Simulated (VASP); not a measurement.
Set up this calculation in VASP 6.6.1, as the native input.

```
Task                   : single point
Functional             : LDA
Potentials or basis    : VASP PAW LDA potentials, release 64 (As)
Cutoff                 : 520 eV
k mesh                 : 18 × 18 × 18
Occupations            : gaussian, width 0.15 eV
Spin                   : no spin polarisation
Dipole correction      : no
Further INCAR settings : ALGO = Normal; EDIFF = 1e-06; NBANDS = 8
```

The structure of As lies in POSCAR:

```
As
1.0
    2.7036817444      0.0000000000      0.0000000000
    0.0000000000      2.7036817444      0.0506940327
    0.0000000000      0.0506940327      2.7036817444
As
1
Direct
    0.5000000000      0.5000000000      0.5000000000
```

This cell differs from its parent crystal: strain +0.0375 x Voigt [0, 0, 0, 1, 0, 0].

The input as run:

INCAR

```
ALGO = Normal
EDIFF = 1E-6
ENCUT = 520
GGA = CA
ISIF = 2
ISMEAR = 0
LASPH = True
LCHARG = True
LELF = True
LREAL = False
LVHAR = True
LWAVE = False
NBANDS = 8
NELM = 80
PREC = Accurate
SIGMA = 0.15
```

KPOINTS

```
k-points
0
Gamma
  18 18 18
```

Potentials or basis: VASP PAW LDA potentials, release 64 (As).

The run is started by

```console
$ cat potpaw_LDA.64/As/POTCAR > POTCAR
$ mpirun -np 1 vasp_std > vasp.out
```

It gave:

The pressure is -2.4 GPa.

Caveat: the cell differs from its parent crystal (strain +0.0375 x Voigt [0, 0, 0, 1, 0, 0]).

Wall time 58 s on 1 thread of Intel(R) Xeon(R) 6975P-C (Granite Rapids), on a shared host, peak memory 0.23 GiB.
